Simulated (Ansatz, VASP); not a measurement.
# One calculation of LiNbO3, two programs

```xyz
10
Lattice="2.5672 1.4822 4.6085 -2.5672 1.4822 4.6085 0.0000 -2.9644 4.6085" Properties=species:S:1:pos:R:3 pbc="T T T"
Li    0.0000    0.0000    4.1698
Li    0.0000    0.0000   11.0825
Nb    0.0000    0.0000    0.2658
Nb    0.0000    0.0000    7.1785
O    -0.6435   -1.4346    5.7623
O     1.5641    0.1600    5.7623
O    -0.9207    1.2746    5.7623
O    -1.6466   -0.2076    8.0665
O     0.6435    1.5298    8.0665
O     1.0031   -1.3222    8.0665
```

Alike in both runs: functional PBEsol; k mesh 4 × 4 × 4; no spin polarisation.

Ansatz relaxed the structure, and its values are those at the end. VASP's run is a single point on that final structure, the one shown.

|  | VASP | Ansatz |
| --- | --- | --- |
| version | VASP 6.6.1 | Ansatz 0.2.0 |
| potentials or method | VASP PAW PBE potentials, release 64 (Li_sv, Nb_sv, O) | scalar-relativistic, plane waves, PAW |
| plane-wave cutoff (eV) | 520 | 420 |
| occupations | gaussian, width 0.01 eV | fixed |
| valence electrons in the cell | 68 | 68 |

```csv
,VASP,Ansatz,Ansatz less VASP
gap on the k mesh at the Fermi level (eV),3.52,3.54,+0.012
least direct gap on the mesh (eV),3.52,3.54,+0.012
rms of the force components (eV/Å),0.012,0.000,-0.0118
```

VASP's potentials were made for PBE, not for PBEsol.

Noted on VASP's run: the cutoff is short for stress, so the pressure is rough.
